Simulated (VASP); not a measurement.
# CuO (CsCl type) (Pm-3m) in VASP: settings compared

CuO (CsCl type) is run at these levels: PBE, LDA; tasks: relaxation of cell and atoms, single point.

Everything below comes from runs of VASP 6.6.1. Logs are shortened: lines on timing, memory, paths and dates and some standing lists are left out, and cuts for length are marked.

### 1 The cell of the first run

It takes space group Pm-3m (No. 221, cubic). Conventional cell: a = 2.812 Å, b = 2.812 Å, c = 2.812 Å, α = 90.00°, β = 90.00°, γ = 90.00°. Within 3.2 Å of Cu (site symmetry m-3m) lie 8 O at 2.44 Å and 6 Cu at 2.81 Å. O (site symmetry m-3m) has 8 Cu at 2.44 Å and 6 O at 2.81 Å within 3.2 Å.

### 2 Relaxation of cell and atoms, PBE

Contents of INCAR:

```
SYSTEM = CuO
PREC = Accurate
ENCUT = 600
EDIFF = 1E-6
ISMEAR = -1
SIGMA = 0.08
LREAL = .False.
LASPH = .True.
NELM = 60
ALGO = Normal
ISIF = 3
LWAVE = .False.
LCHARG = .False.
GGA = PE
IBRION = 2
NSW = 100
EDIFFG = -0.005
```

Contents of KPOINTS:

```
regular mesh
0
Gamma
  12 12 12
  0 0 0
```

Contents of POSCAR:

```
CuO
1.0
    2.8125000000      0.0000000000      0.0000000000
    0.0000000000      2.8125000000      0.0000000000
    0.0000000000      0.0000000000      2.8125000000
Cu O
1 1
Direct
    0.0000000000      0.0000000000      0.0000000000
    0.5000000000      0.5000000000      0.5000000000
```

Potentials or basis: VASP PAW PBE potentials, release 64 (Cu, O).

The run is started by

```bash
$ cat potpaw_PBE.64/Cu/POTCAR potpaw_PBE.64/O/POTCAR > POTCAR
$ mpirun -np 1 vasp_std > vasp.out
```

OUTCAR:

```text
SYSTEM = CuO
   PREC = Accurate
   ENCUT = 600
   EDIFF = 1E-6
   ISMEAR = -1
   LREAL = .False.
   LASPH = .True.
   NELM = 60
   ISIF = 3
   GGA = PE
   IBRION = 2
   NSW = 100
   EDIFFG = -0.005

 ion  position               nearest neighbor table
   1  0.000  0.000  0.000-
   2  0.500  0.500  0.500-

  LATTYP: Found a simple cubic cell.
 ALAT       =     2.8125000000

  Lattice vectors:

 A1 = (   2.8125000000,   0.0000000000,   0.0000000000)
 A2 = (   0.0000000000,   2.8125000000,   0.0000000000)
 A3 = (   0.0000000000,   0.0000000000,   2.8125000000)

Analysis of symmetry for initial positions (statically):
=====================================================================
 Subroutine PRICEL returns:
 Original cell was already a primitive cell.

 Routine SETGRP: Setting up the symmetry group for a
 simple cubic supercell.

 Subroutine GETGRP returns: Found 48 space group operations
 (whereof 48 operations were pure point group operations)
 out of a pool of 48 trial point group operations.

The static configuration has the point symmetry O_h .

Analysis of symmetry for dynamics (positions and initial velocities):
=====================================================================
 Subroutine PRICEL returns:
 Original cell was already a primitive cell.

 Routine SETGRP: Setting up the symmetry group for a
 simple cubic supercell.

 Subroutine GETGRP returns: Found 48 space group operations
 (whereof 48 operations were pure point group operations)
 out of a pool of 48 trial point group operations.

The dynamic configuration has the point symmetry O_h .

 Subroutine INISYM returns: Found 48 space group operations
 (whereof 48 operations are pure point group operations),
 and found     1 'primitive' translations

----------------------------------------------------------------------------------------

                                     Primitive cell

  volume of cell :      22.2473

  direct lattice vectors                    reciprocal lattice vectors
     2.812500000  0.000000000  0.000000000     0.355555556  0.000000000  0.000000000
     0.000000000  2.812500000  0.000000000     0.000000000  0.355555556  0.000000000
     0.000000000  0.000000000  2.812500000     0.000000000  0.000000000  0.355555556

  length of vectors
     2.812500000  2.812500000  2.812500000     0.355555556  0.355555556  0.355555556

  position of ions in fractional coordinates (direct lattice)
     0.000000000  0.000000000  0.000000000
     0.500000000  0.500000000  0.500000000

  ion indices of the primitive-cell ions
   primitive index   ion index
                 1           1
                 2           2

----------------------------------------------------------------------------------------

 KPOINTS: regular mesh

Automatic generation of k-mesh.
 Grid dimensions read from file:
 generate k-points for:   12   12   12

 Generating k-lattice:

  Cartesian coordinates                     Fractional coordinates (reciprocal lattice)
     0.029629630  0.000000000  0.000000000     0.083333333  0.000000000  0.000000000
     0.000000000  0.029629630  0.000000000     0.000000000  0.083333333  0.000000000
     0.000000000  0.000000000  0.029629630     0.000000000  0.000000000  0.083333333

  Length of vectors
     0.029629630  0.029629630  0.029629630

  Shift w.r.t. Gamma in fractional coordinates (k-lattice)
     0.000000000  0.000000000  0.000000000

 Subroutine IBZKPT returns following result:
 ===========================================

 Found     84 irreducible k-points:

 Following reciprocal coordinates:
            Coordinates               Weight
  0.000000  0.000000  0.000000      1.000000
  0.083333  0.000000  0.000000      6.000000
  0.166667  0.000000  0.000000      6.000000
  0.250000  0.000000  0.000000      6.000000
  0.333333  0.000000  0.000000      6.000000
  0.416667  0.000000  0.000000      6.000000
[... 16 lines left out ...]
  0.333333  0.333333  0.000000     12.000000
  0.416667  0.333333  0.000000     24.000000
 [... further k-points ...]
   k-points           NKPTS =     84   k-points in BZ     NKDIM =     84   number of bands    NBANDS=     12
   number of dos      NEDOS =    301   number of ions     NIONS =      2
   total plane-waves  NPLWV =  13824
   dimension x,y,z NGX =    24 NGY =   24 NGZ =   24
   dimension x,y,z NGXF=    48 NGYF=   48 NGZF=   48
   ions per type =               1   1
   NGX,Y,Z   is equivalent  to a cutoff of  14.19, 14.19, 14.19 a.u.
   NGXF,Y,Z  is equivalent  to a cutoff of  28.37, 28.37, 28.37 a.u.
 SYSTEM =  CuO
   PREC   = accura    normal or accurate (medium, high low for compatibility)
   ISTART =      0    job   : 0-new  1-cont  2-samecut
   ICHARG =      2    charge: 1-file 2-atom 10-const
   ISPIN  =      1    spin polarized calculation?
   LNONCOLLINEAR =      F non collinear calculations
   LSORBIT =      F    spin-orbit coupling
   LASPH  =      T    aspherical Exc in radial PAW
   ENCUT  =  600.0 eV  44.10 Ry    6.64 a.u.   5.62  5.62  5.62*2*pi/ulx,y,z
   NELM   =     60;   NELMIN=  2; NELMDL= -5     # of ELM steps
   EDIFF  = 0.1E-05   stopping-criterion for ELM
   LREAL  =      F    real-space projection
   EDIFFG = -.5E-02   stopping-criterion for IOM
   NSW    =    100    number of steps for IOM
   IBRION =      2    ionic relax: 0-MD 1-quasi-New 2-CG
   NFREE  =      1    steps in history (QN), initial steepest desc. (CG)
   ISIF   =      3    stress and relaxation
   ISYM   =      2    0-nonsym 1-usesym 2-fastsym
   POTIM  = 0.5000    time-step for ionic-motion
   TEBEG  =    0.0;   TEEND  =   0.0 temperature during run
   PSTRESS=    0.0 pullay stress
   NELECT =      17.0000    total number of electrons
   NUPDOWN=      -1.0000    fix difference up-down
   EMIN   =  10.00;   EMAX   =-10.00  energy-range for DOS
   EFERMI =   0.00;   METHOD = LEGACY
   ISMEAR =    -1;   SIGMA  =   0.08  broadening in eV -4-tet -1-fermi 0-gaus
   EFERMI_NEDOS =   21; number of points for ismear=-14 and -15
   IALGO  =     38    algorithm
   IMIX   =      4    mixing-type and parameters
     AMIX     =   0.40;   BMIX     =  1.00
     AMIX_MAG =   1.60;   BMIX_MAG =  1.00
  volume/ion in A,a.u.               =      11.12        75.07
  Fermi-wavevector in a.u.,A,eV,Ry     =   1.496690  2.828335 30.478163  2.240082
  Thomas-Fermi vector in A             =   2.608674
   LORBIT       =      0    0 simple, 1 ext, 2 COOP (PROOUT), +10 PAW based schemes
   GGA     = PE    functional components
   LHFCALC =     F    Hartree Fock is set to
   AEXX    =    0.0000 exact exchange contribution
   IVDW    =     0    specifies the selected vdW correction
   LEPSILON=     F    determine dielectric tensor
   LRPA    =     F    only Hartree local field effects (RPA)
 conjugate gradient relaxation of ions
 non-spin polarized calculation
  energy-cutoff  :      600.00
  volume of cell :       22.25
 maximum number of plane-waves:       768
 NGX is ok and might be reduce to    24
   NGX = 11   NGY = 11   NGZ = 11

--------------------------------------- Ionic step        1  -------------------------------------------

 number of electron      17.0000010 magnetization

 Free energy of the ion-electron system (eV)
  ---------------------------------------------------
  ext. energy  EPLUGINS =         0.00000000
  ---------------------------------------------------
  free energy    TOTEN  =        -8.34218197 eV

  energy without entropy =       -8.26556008  energy(sigma->0) =       -8.30387103

------------------------ aborting loop because EDIFF is reached ----------------------------------------

  FORCE on cell =-STRESS in cart. coord.  units (eV):
  Direction    XX          YY          ZZ          XY          YZ          ZX
  --------------------------------------------------------------------------------------
  -------------------------------------------------------------------------------------
  Total       -2.8746998     -2.8746998     -2.8746998      0.0000000      0.0000000     -0.0000000
  in kB     -207.0262830   -207.0262830   -207.0262830      0.0000000      0.0000000     -0.0000000
  external PRESSURE =    -207.0262830 kB  Pullay stress =       0.0000000 kB
[... 89 lines left out ...]
  FREE ENERGIE OF THE ION-ELECTRON SYSTEM (eV)
  ---------------------------------------------------
  free  energy   TOTEN  =        -8.6509795065 eV

  energy  without entropy=       -8.5886704283  energy(sigma->0) =       -8.61982497

[... ionic steps 4 to 7 ...]

--------------------------------------- Ionic step        8  -------------------------------------------

 number of electron      17.0000017 magnetization

------------------------ aborting loop because EDIFF is reached ----------------------------------------

  FORCE on cell =-STRESS in cart. coord.  units (eV):
  Direction    XX          YY          ZZ          XY          YZ          ZX
  --------------------------------------------------------------------------------------
  -------------------------------------------------------------------------------------
  Total       -0.0430818     -0.0430818     -0.0430818      0.0000000      0.0000000      0.0000000
  in kB       -3.7567919     -3.7567919     -3.7567919      0.0000000      0.0000000      0.0000000
  external PRESSURE =      -3.7567919 kB  Pullay stress =       0.0000000 kB
[... 57 lines left out ...]
  energy  without entropy=       -8.5883254048  energy(sigma->0) =       -8.61961126

--------------------------------------- Ionic step       10  -------------------------------------------

 number of electron      17.0000017 magnetization

 Free energy of the ion-electron system (eV)
  ---------------------------------------------------
  ext. energy  EPLUGINS =         0.00000000
  ---------------------------------------------------
  free energy    TOTEN  =        -8.65090068 eV

  energy without entropy =       -8.58832760  energy(sigma->0) =       -8.61961414

 E-fermi :   6.2708     XC(G=0): -12.7500

 val. band max:        6.2631373063   @ k =   0.4167   0.0833   0.0000
 cond. band min:       6.2776056857   @ k =   0.3333   0.1667   0.0833
 fundamental gap:      0.0144683793
 Fermi energy:         6.2707828913

 k-point     1 :       0.0000    0.0000    0.0000
  band No.  band energies     occupation
      1     -12.9359      2.00000
      2       3.0768      2.00000
      3       3.0768      2.00000
      4       4.4799      2.00000
      5       4.4799      2.00000
      6       4.4799      2.00000
      7       4.7081      2.00000
      8       4.7081      2.00000
      9       4.7081      2.00000
     10       6.9853      0.00026
     11      21.9603      0.00000
     12      21.9603      0.00000
[... 331 lines left out ...]
 k-point    24 :       0.4167    0.3333    0.0000
  band No.  band energies     occupation
      1     -11.2811      2.00000
      2       0.3893      2.00000
      3       1.5332      2.00000
      4       3.6095      2.00000
      5       3.7596      2.00000
      6       4.3728      2.00000
      7       4.5382      2.00000
      8       5.0611      2.00000
      9       5.9434      1.96713
     10      12.2402      0.00000
     11      16.4809      0.00000
     12      18.3302      0.00000

 [... further k-points ...]
[... 5 lines left out ...]
  --------------------------------------------------------------------------------------
  -------------------------------------------------------------------------------------
  Total        0.0057603      0.0057603      0.0057603      0.0000000     -0.0000000      0.0000000
  in kB        0.5023493      0.5023493      0.5023493      0.0000000     -0.0000000      0.0000000
  external PRESSURE =       0.5023493 kB  Pullay stress =       0.0000000 kB
[... 17 lines left out ...]
  FREE ENERGIE OF THE ION-ELECTRON SYSTEM (eV)
  ---------------------------------------------------
  free  energy   TOTEN  =        -8.6509006752 eV

  energy  without entropy=       -8.5883275985  energy(sigma->0) =       -8.61961414

 reached required accuracy - stopping structural energy minimisation
```

Wall time 2.3 min (1 thread of AMD EPYC 7R43 (Zen 3), shared host); peak memory 0.13 GiB.

What came out:

```yaml
Free_energy: -8.6509 eV
Relaxed_volume: 9.19 Å³/atom
Relaxed_cell: a = 2.639 Å, b = 2.639 Å, c = 2.639 Å, α = 90.00°, β = 90.00°, γ = 90.00°
Space_group_after_relaxing_to_0.05_Å: Pm-3m (No. 221)
Energy_gained_by_relaxing: 154.4 meV/atom
Ionic_steps: 10
Pressure_after_relaxing: 0.1 GPa
```

Step by step:
```tsv
step	energy change (eV)	largest force (eV/Å)	pressure (GPa)	volume (Å³)
1	0.0000	0.0000	-20.70	22.25
2	-0.3042	0.0000	3.82	17.93
3	-0.3088	0.0000	0.10	18.31
4	-0.3087	0.0000	-0.57	18.38
5	-0.3087	0.0000	-0.56	18.38
6	-0.3087	0.0000	-0.50	18.37
7	-0.3087	0.0000	-0.46	18.37
8	-0.3087	0.0000	-0.38	18.37
9	-0.3087	0.0000	-0.25	18.37
10	-0.3087	0.0000	0.05	18.37
```

Final structure:
```yaml
crystal:
  lattice:
    - [2.63866, 0.00000, 0.00000]
    - [0.00000, 2.63866, 0.00000]
    - [0.00000, 0.00000, 2.63866]
  atoms:
    - { symbol: Cu, position: [0.00000, 0.00000, 0.00000] }
    - { symbol: O, position: [0.50000, 0.50000, 0.50000] }
```

Levels at points of the mesh, in eV from the Fermi level:
| k point | band 6 | band 7 | band 8 | band 9 | band 10 | band 11 | band 12 |
| --- | --- | --- | --- | --- | --- | --- | --- |
| (0.00, 0.00, 0.00) | -1.79 | -1.56 | -1.56 | -1.56 | 0.71 | 15.69 | 15.69 |
| (0.50, 0.00, 0.00) | -1.51 | -1.11 | 0.40 | 0.40 | 6.42 | 7.83 | 17.63 |
| (0.50, 0.50, 0.00) | -2.00 | -2.00 | -1.14 | -0.86 | 5.19 | 11.30 | 11.30 |
| (0.50, 0.50, 0.50) | -1.12 | 0.30 | 0.30 | 0.30 | 7.03 | 7.03 | 7.03 |

Caveat: the volume moved by over 15 % at a fixed basis, so the end points are rough; an odd number of electrons without spin polarisation forces a metal; a magnetic or distorted state may lie lower; semilocal functionals often make such compounds metallic where correlation or magnetic order opens a gap, which also shifts bond lengths.

### 3 Single point, PBE, non-collinear spin, zero start, spin-orbit coupling

This run uses another cell than the first one, of 9.17 Å³/atom, 0.824 times its volume.

Contents of INCAR:

```
SYSTEM = CuO
PREC     = Accurate       ! precision mode
ENCUT    = 520            ! plane-wave cutoff, eV
EDIFF    = 1E-6           ! SCF threshold, eV
ISMEAR   = -1             ! smearing method
SIGMA    = 0.08           ! smearing width, eV
LREAL    = .FALSE.        ! projectors in reciprocal space
LASPH    = .TRUE.         ! aspherical terms in the spheres
NELM     = 150            ! most SCF steps
ALGO     = Normal         ! electronic algorithm
ISIF     = 2              ! what is computed and relaxed
LWAVE    = .FALSE.        ! write WAVECAR
LCHARG   = .FALSE.        ! write CHGCAR
LNONCOLLINEAR= .TRUE.         ! non-collinear magnetism
MAGMOM   = 0 0 0 0 0 0    ! initial moments
LORBIT   = 11             ! projections on sites
LSORBIT  = .TRUE.         ! spin-orbit coupling
GGA_COMPAT= .FALSE.      
LORBMOM  = .TRUE.       
LMAXMIX  = 4              ! l up to which the mixer works
GGA      = PE             ! functional
NBANDS   = 29             ! bands
```

Contents of KPOINTS:

```
Automatic mesh
0
G
  12 12 12
  0 0 0
```

Contents of POSCAR:

```
CuO
1.0
    2.6368332336      0.0000000000      0.0000000000
    0.0000000000      2.6368332336      0.0000000000
    0.0000000000      0.0000000000      2.6368332336
Cu O
1 1
Direct
    0.0000000000      0.0000000000      0.0000000000
    0.5000000000      0.5000000000      0.5000000000
```

Potentials or basis: VASP PAW PBE potentials, release 64 (Cu, O).

The run is started by

```bash
$ cat potpaw_PBE.64/Cu/POTCAR potpaw_PBE.64/O/POTCAR > POTCAR
$ mpirun -np 1 vasp_ncl > vasp.out
```

Run time: 1.8 min. Hardware: 1 thread of AMD EPYC 7R43 (Zen 3), shared host; peak memory 0.17 GiB.

It converged, with:

* Free energy: -8.6518 eV
* Pressure: 0.2 GPa
* Net moment: 0.00 μB per cell
* Valence electrons inside the program's atomic spheres: Cu 9.74; O 4.87

Moments on the atoms (μB; x, y, z):
```
Cu  0.00 0.00 0.00
O   0.00 0.00 0.00
```

### 4 Single point, LDA, non-collinear spin, zero start, spin-orbit coupling

This run uses another cell than the first one, of 9.17 Å³/atom, 0.824 times its volume.

Contents of INCAR:

```
SYSTEM = CuO
ALGO = Normal
EDIFF = 1E-6
ENCUT = 520
GGA_COMPAT = .FALSE.
ISIF = 2
ISMEAR = -1
LASPH = .TRUE.
LCHARG = .FALSE.
LMAXMIX = 4
LORBIT = 11
LORBMOM = .TRUE.
LREAL = .FALSE.
LSORBIT = .TRUE.
LWAVE = .FALSE.
MAGMOM = 0 0 0 0 0 0
NBANDS = 29
NELM = 150
PREC = Accurate
SIGMA = 0.08
```

Contents of KPOINTS:

```
k-points
0
G
  12 12 12
  0 0 0
```

POSCAR is that of step 3.

Potentials or basis: VASP PAW LDA potentials, release 64 (Cu, O).

The run is started by

```bash
$ cat potpaw_LDA.64/Cu/POTCAR potpaw_LDA.64/O/POTCAR > POTCAR
$ mpirun -np 1 vasp_ncl > vasp.out
```

Wall time 1.9 min (1 thread of AMD EPYC 7R43 (Zen 3), shared host); peak memory 0.15 GiB.

The run converged. Its results:

| Property | Result |
| --- | --- |
| Free energy | -10.4192 eV |
| Pressure | -16.1 GPa |
| Net moment | 0.00 μB per cell |
| Valence electrons inside the program's atomic spheres | Cu 9.76; O 4.83 |

Moments on the atoms (μB; x, y, z):
```
Cu  0.00 0.00 0.00
O   0.00 0.00 0.00
```

### 5 The runs side by side

| task | level | potentials or basis | spin | cell | cutoff (eV) | pressure (GPa) | moment (μB) |
| --- | --- | --- | --- | --- | --- | --- | --- |
| relaxation of cell and atoms | PBE | VASP PAW PBE potentials, release 64 (Cu, O) | off | relaxed from a = 2.812 Å, 2 atoms | 600 | 0.1 | - |
| single point | PBE | VASP PAW PBE potentials, release 64 (Cu, O) | non-collinear, zero start, SOC | a = 2.637 Å, 2 atoms | 520 | 0.2 | 0.00 |
| single point | LDA | VASP PAW LDA potentials, release 64 (Cu, O) | non-collinear, zero start, SOC | a = 2.637 Å, 2 atoms | 520 | -16.1 | 0.00 |

Alike in all rows: k mesh 12 × 12 × 12; smearing fermi-dirac 0.08 eV.

Caveats: the volume moved by over 15 % at a fixed basis, so the end points are rough (some runs); an odd number of electrons without spin polarisation forces a metal (some runs); a magnetic or distorted state may lie lower (some runs); semilocal functionals often make such compounds metallic where correlation or magnetic order opens a gap, which also shifts bond lengths (some runs).

Total energies depend on the potentials used, so only differences within one code and one set of settings carry meaning.
